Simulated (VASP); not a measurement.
# Ti3As4 (P-43m) in VASP: single point with PBE

Aim: the single point of Ti3As4 with PBE.

Program: VASP 6.6.1. These are calculated values, not measurements. Logs are shortened: lines on timing, memory, paths and dates and some standing lists are left out, and cuts for length are marked.

**1. The cell of the first run**

Symmetry: P-43m, No. 215, cubic system. Conventional cell: a = 5.598 Å, b = 5.598 Å, c = 5.598 Å, α = 90.00°, β = 90.00°, γ = 90.00°. Ti (site symmetry -42m) has 4 As at 2.48 Å within 3.3 Å. Within 3.3 Å of As (site symmetry 3m) lie 3 Ti at 2.48 Å.

**2. Single point, PBE**

The input, POSCAR:

```
Ti3As4
1.0
    5.5979478858      0.0000000000      0.0000000000
    0.0000000000      5.5979478858      0.0000000000
    0.0000000000      0.0000000000      5.5979478858
Ti As
3 4
Direct
    0.0000000000      0.0000000000      0.5000000000
    0.5000000000      0.0000000000      0.0000000000
    0.0000000000      0.5000000000      0.0000000000
    0.7340823220      0.7340823220      0.7340823220
    0.2659176780      0.2659176780      0.7340823220
    0.2659176780      0.7340823220      0.2659176780
    0.7340823220      0.2659176780      0.2659176780
```

The input, INCAR.step1:

```
SYSTEM = Ti3As4
ALGO = Normal ; EDIFF = 1E-6
ENCUT = 520 ; GGA = PE
ISIF = 2 ; ISMEAR = 0
LASPH = .True. ; LCHARG = .True.
LMAXMIX = 4 ; LREAL = .False.
LWAVE = .False. ; NBANDS = 37
NELM = 100 ; PREC = Accurate
SIGMA = 0.02
```

The input, KPOINTS.step1:

```
k-points
0
Gamma
  6 6 6
  0 0 0
```

The input, INCAR.step2:

```
SYSTEM = Ti3As4
ALGO = Normal ; EDIFF = 1E-6
ENCUT = 520 ; GGA = PE
ICHARG = 11 ; ISIF = 2
ISMEAR = -5 ; LASPH = .True.
LCHARG = .False. ; LMAXMIX = 4
LORBIT = 11 ; LREAL = .False.
LWAVE = .False. ; NEDOS = 2001
NELM = 100 ; PREC = Accurate
SIGMA = 0.02
```

The input, KPOINTS.step2:

```
k-points
0
Gamma
  9 9 9
  0 0 0
```

Potentials or basis: VASP PAW PBE potentials, release 64 (Ti_sv, As).

Launch:

```bash
$ cat potpaw_PBE.64/Ti_sv/POTCAR potpaw_PBE.64/As/POTCAR > POTCAR
$ cp INCAR.step1 INCAR
$ cp KPOINTS.step1 KPOINTS
$ mpirun -np 1 vasp_std > vasp.out
$ cp INCAR.step2 INCAR
$ cp KPOINTS.step2 KPOINTS
$ mpirun -np 1 vasp_std > vasp.out
```

OUTCAR:

```text
SYSTEM = Ti3As4
   EDIFF = 1E-6
   ENCUT = 520
   GGA = PE
   ICHARG = 11
   ISIF = 2
   ISMEAR = -5
   LASPH = .True.
   LORBIT = 11
   LREAL = .False.
   NELM = 100
   PREC = Accurate

 ion  position               nearest neighbor table
   1  0.000  0.000  0.500-   4 2.48   5 2.48   6 2.48   7 2.48
   2  0.500  0.000  0.000-   4 2.48   5 2.48   6 2.48   7 2.48
   3  0.000  0.500  0.000-   4 2.48   5 2.48   6 2.48   7 2.48
   4  0.734  0.734  0.734-   1 2.48   2 2.48   3 2.48
   5  0.266  0.266  0.734-   1 2.48   2 2.48   3 2.48
   6  0.266  0.734  0.266-   1 2.48   2 2.48   3 2.48
   7  0.734  0.266  0.266-   1 2.48   2 2.48   3 2.48

  LATTYP: Found a simple cubic cell.
 ALAT       =     5.5979478858

  Lattice vectors:

 A1 = (   5.5979478858,   0.0000000000,   0.0000000000)
 A2 = (   0.0000000000,   5.5979478858,   0.0000000000)
 A3 = (   0.0000000000,   0.0000000000,   5.5979478858)

Analysis of symmetry for initial positions (statically):
=====================================================================
 Subroutine PRICEL returns:
 Original cell was already a primitive cell.

 Routine SETGRP: Setting up the symmetry group for a
 simple cubic supercell.

 Subroutine GETGRP returns: Found 24 space group operations
 (whereof 24 operations were pure point group operations)
 out of a pool of 48 trial point group operations.

The static configuration has the point symmetry T_d .

Analysis of symmetry for dynamics (positions and initial velocities):
=====================================================================
 Subroutine PRICEL returns:
 Original cell was already a primitive cell.

 Routine SETGRP: Setting up the symmetry group for a
 simple cubic supercell.

 Subroutine GETGRP returns: Found 24 space group operations
 (whereof 24 operations were pure point group operations)
 out of a pool of 48 trial point group operations.

The dynamic configuration has the point symmetry T_d .

 Subroutine INISYM returns: Found 24 space group operations
 (whereof 24 operations are pure point group operations),
 and found     1 'primitive' translations

----------------------------------------------------------------------------------------

                                     Primitive cell

  volume of cell :     175.4230

  direct lattice vectors                    reciprocal lattice vectors
     5.597947886  0.000000000  0.000000000     0.178636890  0.000000000  0.000000000
     0.000000000  5.597947886  0.000000000     0.000000000  0.178636890  0.000000000
     0.000000000  0.000000000  5.597947886     0.000000000  0.000000000  0.178636890

  length of vectors
     5.597947886  5.597947886  5.597947886     0.178636890  0.178636890  0.178636890

  position of ions in fractional coordinates (direct lattice)
     0.000000000  0.000000000  0.500000000
     0.500000000  0.000000000  0.000000000
     0.000000000  0.500000000  0.000000000
     0.734082322  0.734082322  0.734082322
     0.265917678  0.265917678  0.734082322
     0.265917678  0.734082322  0.265917678
     0.734082322  0.265917678  0.265917678

  ion indices of the primitive-cell ions
   primitive index   ion index
                 1           1
                 2           2
                 3           3
                 4           4
                 5           5
                 6           6
                 7           7

----------------------------------------------------------------------------------------

 KPOINTS: k-points

Automatic generation of k-mesh.
 Grid dimensions read from file:
 generate k-points for:    9    9    9

 Generating k-lattice:

  Cartesian coordinates                     Fractional coordinates (reciprocal lattice)
     0.019848543  0.000000000  0.000000000     0.111111111  0.000000000  0.000000000
     0.000000000  0.019848543  0.000000000     0.000000000  0.111111111  0.000000000
     0.000000000  0.000000000  0.019848543     0.000000000  0.000000000  0.111111111

  Length of vectors
     0.019848543  0.019848543  0.019848543

  Shift w.r.t. Gamma in fractional coordinates (k-lattice)
     0.000000000  0.000000000  0.000000000

 TETIRR: Found    353 inequivalent tetrahedra from     4374

 Subroutine IBZKPT returns following result:
 ===========================================

 Found     35 irreducible k-points:

 Following reciprocal coordinates:
            Coordinates               Weight
  0.000000  0.000000  0.000000      1.000000
  0.111111  0.000000  0.000000      6.000000
  0.222222  0.000000  0.000000      6.000000
  0.333333  0.000000  0.000000      6.000000
  0.444444  0.000000  0.000000      6.000000
  0.111111  0.111111  0.000000     12.000000
[... 16 lines left out ...]
  0.333333  0.333333  0.111111     24.000000
  0.444444  0.333333  0.111111     48.000000
 [... further k-points ...]
   k-points           NKPTS =     35   k-points in BZ     NKDIM =     35   number of bands    NBANDS=     33
   number of dos      NEDOS =   2001   number of ions     NIONS =      7
   total plane-waves  NPLWV =  74088
   dimension x,y,z NGX =    42 NGY =   42 NGZ =   42
   dimension x,y,z NGXF=    84 NGYF=   84 NGZF=   84
   ions per type =               3   4
   NGX,Y,Z   is equivalent  to a cutoff of  12.47, 12.47, 12.47 a.u.
   NGXF,Y,Z  is equivalent  to a cutoff of  24.95, 24.95, 24.95 a.u.
 SYSTEM =  Ti3As4
   PREC   = accura    normal or accurate (medium, high low for compatibility)
   ISTART =      0    job   : 0-new  1-cont  2-samecut
   ICHARG =     11    charge: 1-file 2-atom 10-const
   ISPIN  =      1    spin polarized calculation?
   LNONCOLLINEAR =      F non collinear calculations
   LSORBIT =      F    spin-orbit coupling
   LASPH  =      T    aspherical Exc in radial PAW
   ENCUT  =  520.0 eV  38.22 Ry    6.18 a.u.  10.41 10.41 10.41*2*pi/ulx,y,z
   NELM   =    100;   NELMIN=  2; NELMDL=  0     # of ELM steps
   EDIFF  = 0.1E-05   stopping-criterion for ELM
   LREAL  =      F    real-space projection
   EDIFFG = 0.1E-04   stopping-criterion for IOM
   NSW    =      0    number of steps for IOM
   IBRION =     -1    ionic relax: 0-MD 1-quasi-New 2-CG
   NFREE  =      0    steps in history (QN), initial steepest desc. (CG)
   ISIF   =      2    stress and relaxation
   ISYM   =      2    0-nonsym 1-usesym 2-fastsym
   POTIM  = 0.5000    time-step for ionic-motion
   TEBEG  =    0.0;   TEEND  =   0.0 temperature during run
   PSTRESS=    0.0 pullay stress
   NELECT =      56.0000    total number of electrons
   NUPDOWN=      -1.0000    fix difference up-down
   EMIN   =  10.00;   EMAX   =-10.00  energy-range for DOS
   EFERMI =   0.00;   METHOD = LEGACY
   ISMEAR =    -5;   SIGMA  =   0.02  broadening in eV -4-tet -1-fermi 0-gaus
   EFERMI_NEDOS =   21; number of points for ismear=-14 and -15
   IALGO  =     38    algorithm
   IMIX   =      4    mixing-type and parameters
     AMIX     =   0.40;   BMIX     =  1.00
     AMIX_MAG =   1.60;   BMIX_MAG =  1.00
  volume/ion in A,a.u.               =      25.06       169.12
  Fermi-wavevector in a.u.,A,eV,Ry     =   1.118859  2.114337 17.032389  1.251845
  Thomas-Fermi vector in A             =   2.255493
   LORBIT       =     11    0 simple, 1 ext, 2 COOP (PROOUT), +10 PAW based schemes
   GGA     = PE    functional components
   LHFCALC =     F    Hartree Fock is set to
   AEXX    =    0.0000 exact exchange contribution
   IVDW    =     0    specifies the selected vdW correction
   LEPSILON=     F    determine dielectric tensor
   LRPA    =     F    only Hartree local field effects (RPA)
 non-spin polarized calculation
 Fermi weights with tetrahedron method with Bloechl corrections
  energy-cutoff  :      520.00
  volume of cell :      175.42
 maximum number of plane-waves:      4749
 NGX is ok and might be reduce to    42

 number of electron      55.9999991 magnetization

 Free energy of the ion-electron system (eV)
  ---------------------------------------------------
  ext. energy  EPLUGINS =         0.00000000
  ---------------------------------------------------
  free energy    TOTEN  =       -43.43417761 eV

  energy without entropy =      -43.43417761  energy(sigma->0) =      -43.43417761

 E-fermi :   3.1404     XC(G=0):  -9.2815

 val. band max:        3.1123697678   @ k =   0.2222   0.2222   0.0000
 cond. band min:       3.7639452356   @ k =   0.3333   0.0000   0.0000
 fundamental gap:      0.6515754678
 Fermi energy:         3.1403781127

 k-point     1 :       0.0000    0.0000    0.0000
  band No.  band energies     occupation
      1     -53.7142      2.00000
      2     -53.7116      2.00000
      3     -53.7116      2.00000
      4     -30.0145      2.00000
      5     -30.0145      2.00000
      6     -30.0145      2.00000
[... 25 lines left out ...]
     32       4.4726      0.00000
     33       4.4803      0.00000

 k-point     2 :       0.1111    0.0000    0.0000
  band No.  band energies     occupation
      1     -53.7141      2.00000
      2     -53.7117      2.00000
      3     -53.7116      2.00000
      4     -30.0144      2.00000
      5     -30.0144      2.00000
      6     -30.0144      2.00000
[... 25 lines left out ...]
     32       4.4663      0.00000
     33       4.4816      0.00000
[... 754 lines left out ...]
     32       4.4885      0.00000
     33       4.7124      0.00000

 k-point    24 :       0.4444    0.3333    0.1111
  band No.  band energies     occupation
      1     -53.7129      2.00000
      2     -53.7124      2.00000
      3     -53.7120      2.00000
      4     -30.0200      2.00000
      5     -30.0151      2.00000
      6     -30.0147      2.00000
[... 25 lines left out ...]
     32       4.5799      0.00000
     33       4.7878      0.00000

 [... further k-points ...]

------------------------ aborting loop because EDIFF is reached ----------------------------------------

  FORCE on cell =-STRESS in cart. coord.  units (eV):
  Direction    XX          YY          ZZ          XY          YZ          ZX
  --------------------------------------------------------------------------------------
  -------------------------------------------------------------------------------------
  Total        0.1009625      0.1009625      0.1009625      0.0000000      0.0000000     -0.0000000
  in kB        0.9221126      0.9221126      0.9221126      0.0000000      0.0000000     -0.0000000
  external PRESSURE =       0.9221126 kB  Pullay stress =       0.0000000 kB

 VOLUME and BASIS-vectors are now :
 -----------------------------------------------------------------------------
  energy-cutoff  :      520.00
  volume of cell :      175.42
      direct lattice vectors                 reciprocal lattice vectors
     5.597947886  0.000000000  0.000000000     0.178636890  0.000000000  0.000000000
     0.000000000  5.597947886  0.000000000     0.000000000  0.178636890  0.000000000
     0.000000000  0.000000000  5.597947886     0.000000000  0.000000000  0.178636890

 POSITION                                       TOTAL-FORCE (eV/Angst)
 -----------------------------------------------------------------------------------
      0.00000      0.00000      2.79897         0.000000      0.000000      0.000000
      2.79897      0.00000      0.00000         0.000000      0.000000      0.000000
      0.00000      2.79897      0.00000         0.000000      0.000000      0.000000
      4.10935      4.10935      4.10935        -0.008580     -0.008580     -0.008580
      1.48859      1.48859      4.10935         0.008580      0.008580     -0.008580
      1.48859      4.10935      1.48859         0.008580     -0.008580      0.008580
      4.10935      1.48859      1.48859        -0.008580      0.008580      0.008580
 -----------------------------------------------------------------------------------
    total drift:                               -0.000000     -0.000000     -0.000000

  FREE ENERGIE OF THE ION-ELECTRON SYSTEM (eV)
  ---------------------------------------------------
  free  energy   TOTEN  =       -43.4341776107 eV

  energy  without entropy=      -43.4341776107  energy(sigma->0) =      -43.43417761

 total charge

# of ion       s       p       d       tot
------------------------------------------
    1        2.204   6.105   1.880  10.190
    2        2.204   6.105   1.880  10.190
    3        2.204   6.105   1.880  10.190
    4        1.243   1.589   0.020   2.851
    5        1.243   1.589   0.020   2.851
    6        1.243   1.589   0.020   2.851
    7        1.243   1.589   0.020   2.851
--------------------------------------------------
tot         11.585  24.670   5.720  41.975
```

It took 4 min on 1 thread of Intel Xeon Platinum 8488C (Sapphire Rapids), shared host; peak memory 0.33 GiB.

Results:

| Property | Result |
| --- | --- |
| Valence electrons inside the program's atomic spheres | Ti 10.19; As 2.85 |
